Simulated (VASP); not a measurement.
The system is ZrB.

```
CELL_PARAMETERS angstrom
1.96143 -1.98572 0.00000
1.96143 1.98572 0.00000
0.00000 0.00000 4.01395
ATOMIC_POSITIONS crystal
Zr 0.00000 0.00000 0.50000
B 0.50000 0.50000 0.50000
```

* Program: VASP 6.6.1
* Task: relaxation of cell and atoms
* Functional: PBE
* Dispersion: D4
* Potentials or basis: VASP PAW PBE potentials, release 64 (Zr_sv, B)
* Cutoff: 600 eV
* k mesh: 10 × 10 × 7
* Occupations: fermi-dirac, width 0.05 eV
* Spin: no spin polarisation

At the start: pressure 73.5 GPa; volume 15.63 Å³/atom.

**Question.** How do energy, volume and symmetry change on relaxing?

**Answer.** Over 19 steps the energy falls by 1953.3 meV/atom and the volume is 16.79 Å³/atom (+7.4 %); space group P4/mmm (No. 123, to 0.1 Å) before and after.

Step by step:
```
step  energy change (eV)  largest force (eV/Å)  pressure (GPa)  volume (Å³)
   1              0.0000                0.0000           73.45        31.27
   2             -0.2515                0.0000          -19.29        71.82
   3             -3.2534                0.0000           -7.52        46.71
   4             -3.3132                0.0000           -4.14        45.07
   5             -3.3244                0.0000           -1.65        44.02
   6             -3.3236                0.0000           -2.33        44.30
   7             -3.3700                0.0000           -2.17        43.04
   8             -3.5636                0.0000           -1.35        39.22
   9             -3.8429                0.0000            6.09        31.48
  10             -3.8318                0.0000            0.93        34.83
  11             -3.8794                0.0000            2.70        33.25
  12             -3.8811                0.0000            3.24        32.91
  13             -3.8896                0.0000            1.89        32.66
  14             -3.8923                0.0000            2.27        32.74
  15             -3.9024                0.0000            1.07        33.16
  16             -3.9064                0.0000           -0.33        33.68
  17             -3.9065                0.0000           -0.24        33.65
  18             -3.9066                0.0000           -0.06        33.60
  19             -3.9066                0.0000           -0.01        33.58
```

Final structure:
```yaml
crystal:
  lattice:
    - [2.39414, -2.39345, 0.00000]
    - [2.39414, 2.39345, 0.00000]
    - [0.00000, 0.00000, 2.93040]
  atoms:
    - { symbol: Zr, position: [0.00000, 0.00000, 0.50000] }
    - { symbol: B, position: [0.50000, 0.50000, 0.50000] }
```

Caveat: a cell axis changed by over 15 % at a fixed basis, so the end point is rough.
